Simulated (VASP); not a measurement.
**Co: electric field gradients with PBE**

Co:

```
Co
1.0
     2.53568    0.00000    0.00000
    -1.26784    2.19597    0.00000
     0.00000    0.00000    4.11809
Co
2
Direct
  0.33333 0.66667 0.25000
  0.66667 0.33333 0.75000
```

This cell differs from its parent crystal: volume scaled by 1.02.

```yaml
Program: VASP 6.6.1
Task: electric field gradients
Functional: PBE
Potentials_or_basis: VASP PAW PBE potentials, release 64 (Co)
Cutoff: 520 eV
k_mesh: 19 × 19 × 10
Occupations: fermi-dirac, width 0.05 eV
Spin: collinear spin, ferromagnetic start
Starting_moments: "[2.0, 2.0] μB"
Dipole_correction: no
Further_INCAR_settings: ALGO = Normal; EDIFF = 1e-08; NBANDS = 20
```

| Quantity | Value |
| --- | --- |
| Pressure | -10.5 GPa |
| Net moment | 3.30 μB per cell |
| Site moments | Co +1.68 μB |
| Valence electrons inside the program's atomic spheres | Co 8.17 |

Stress tensor (GPa, compression positive):
```
-10.10   0.00   0.00
  0.00 -10.10   0.00
  0.00   0.00 -11.31
```

Levels at points of the mesh, in eV from the Fermi level:
Spin up:
```csv
k point,band 9,band 10,band 11,band 12,band 13,band 14
"(0.00, 0.00, 0.00)",-1.92,-0.93,-0.93,-0.08,5.81,21.56
"(0.00, 0.00, 0.50)",-1.22,-1.22,-1.22,-1.22,14.29,14.29
```
Spin down:
```
           k point  band 5  band 6  band 7  band 8  band 9  band 10
(0.00, 0.00, 0.00)   -0.85   -0.52   -0.52   -0.17   -0.11    -0.11
(0.00, 0.00, 0.50)   -0.90   -0.90   -0.90   -0.90    0.69     0.69
```

Electric field gradients, principal values (V/Å²):
| atom | least | middle | greatest (by size) |
| --- | --- | --- | --- |
| 1 Co | 0.930 | 0.931 | -1.861 |
| 2 Co | 0.930 | 0.931 | -1.861 |

Run time: 93 s on 1 thread of Intel(R) Xeon(R) 6975P-C (Granite Rapids), on a shared host, peak memory 0.26 GiB.

Caveat: without QUAD_EFG the Cq values of the log hold for a quadrupole moment of 1 mb, not for the nuclei.
